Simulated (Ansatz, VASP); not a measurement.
Two plane-wave programs on Mo4C3

```
CELL_PARAMETERS angstrom
-2.16282 2.16282 4.27179
2.16282 -2.16282 4.27179
2.16282 2.16282 -4.27179
ATOMIC_POSITIONS crystal
Mo 0.75742 0.75742 0.00000
Mo 0.50000 0.00000 0.50000
Mo 0.24258 0.24258 0.00000
Mo 0.00000 0.50000 0.50000
C 0.75000 0.25000 0.50000
C 0.25000 0.75000 0.50000
C 0.00000 0.00000 0.00000
```

Change from the starting cell: the structure that the rattled cell fell into.

Alike in both runs: functional PBE; k mesh 12 × 12 × 12; occupations gaussian, width 0.1 eV; no spin polarisation.

Ansatz relaxed the structure, and its values are those at the end. VASP's run is a single point on that final structure, the one shown.

|  | VASP | Ansatz |
| --- | --- | --- |
| version | VASP 6.6.1 | Ansatz 0.2.0 |
| potentials or method | VASP PAW PBE potentials, release 64 (Mo_sv, C), cutoff 520 eV | scalar-relativistic, plane waves, PAW |
| valence electrons in the cell | 68 | 68 |

VASP gave:

* gap on the k mesh at the Fermi level (eV): none
* pressure (GPa): 0.5
* rms of the force components (eV/Å): 0.004

Estimate Ansatz's values.

gap on the k mesh at the Fermi level (eV): none; pressure (GPa): 0.0; rms of the force components (eV/Å): 0.000.

A gap of «none» marks a metal or a gap that the smearing closes. The functional is the same, so the differences come from potentials, cutoffs and numerics.
